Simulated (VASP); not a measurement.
# Au: single point with PBE

Au:

```
CELL_PARAMETERS angstrom
2.81549 0.00000 0.00000
-0.01296 2.82018 0.00000
-1.13789 -1.18541 4.92401
ATOMIC_POSITIONS crystal
Au 0.67286 0.66596 0.27405
Au 0.32714 0.33404 0.72594
```

| Property | Result |
| --- | --- |
| Program | VASP 6.6.1 |
| Task | single point |
| Functional | PBE |
| Potentials or basis | VASP PAW PBE potentials, release 64 (Au) |
| Cutoff | 520 eV |
| k mesh | 10 × 10 × 6 |
| Occupations | fermi-dirac, width 0.05 eV |
| Spin | no spin polarisation |

```json
{"Pressure": "-1.0 GPa", "Largest force": "0.058 eV/Å", "Band gap on the k mesh": "zero (bands 11 and 12 overlap by 5.04 eV)"}
```

Forces in eV/Å, atoms in the order of the input:
```
Au   0.030  0.028  0.041
Au  -0.030 -0.028 -0.041
```

Stress tensor (GPa, compression positive):
```
-1.53  0.23  0.85
 0.23 -1.81  0.66
 0.85  0.66  0.46
```

Levels at points of the mesh, in eV from the Fermi level:
```
           k point  band 8  band 9  band 10  band 11  band 12  band 13  band 14  band 15
(0.00, 0.00, 0.00)   -2.32   -2.25    -2.02    -1.64     0.04     2.71    14.00    14.13
(0.50, 0.00, 0.00)   -2.89   -2.31    -1.81     0.47     1.13     2.83     5.53     9.71
(0.00, 0.50, 0.00)   -2.83   -2.29    -1.86     0.42     1.14     2.69     5.49     9.67
(0.50, 0.50, 0.00)   -1.38   -0.83    -0.82     2.74     4.66     5.98     6.65     7.27
(0.00, 0.00, 0.50)   -3.00   -1.97    -1.74    -1.63    -1.58     9.34    11.53    12.40
(0.50, 0.00, 0.50)   -2.40   -2.02    -1.98     0.05     1.34     1.70     4.92     9.89
(0.00, 0.50, 0.50)   -2.41   -2.04    -2.00     0.08     1.37     1.67     4.95     9.87
(0.50, 0.50, 0.50)   -1.64   -0.84    -0.81     3.07     5.27     5.55     6.62     7.14
```

Wall time 55 s on 1 thread of Intel(R) Xeon(R) 6975P-C (Granite Rapids), on a shared host, peak memory 0.29 GiB.

Caveat: spin-orbit coupling is left out, which moves the levels of the heavy elements.
